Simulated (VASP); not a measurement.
# RbCl: single point with r2SCAN

The system is RbCl.

```xyz
2
Lattice="0.0000 3.3058 3.3058 3.3058 0.0000 3.3058 3.3058 3.3058 0.0000" Properties=species:S:1:pos:R:3 pbc="T T T"
Rb    0.0000    0.0000    0.0000
Cl    3.3058    3.3058    3.3058
```

```json
{
  "Program": "VASP 6.6.1",
  "Task": "single point",
  "Functional": "r2SCAN",
  "Potentials or basis": "VASP PAW PBE potentials, release 64 (Rb_sv, Cl)",
  "Cutoff": "550 eV",
  "k mesh": "6 × 6 × 6",
  "Occupations": "gaussian, width 0.01 eV",
  "Spin": "no spin polarisation"
}
```

The pressure is 0.0 GPa and the band gap on the k mesh is 5.56 eV, direct.

Levels at points of the mesh, in eV from the valence-band top:
```
           k point  band 5  band 6  band 7  band 8  band 9  band 10  band 11  band 12
(0.00, 0.00, 0.00)   -8.17    0.00    0.00    0.00    5.56     8.61     8.61     8.61
(0.50, 0.00, 0.00)   -8.15   -0.83   -0.32   -0.32    8.18     8.49    10.86    10.86
(0.50, 0.50, 0.00)   -8.27   -0.33   -0.10   -0.10    6.67     8.85    10.14    10.92
```

Wall time 3.2 min on 1 thread of AMD EPYC 7R43 64-Core Processor (Zen 3) (shared host), peak memory 0.18 GiB.

Caveat: the PAW data sets were made with another functional, which shifts forces and pressure a little. r2SCAN opens gaps a little over a GGA but as a rule still falls short of measured ones.
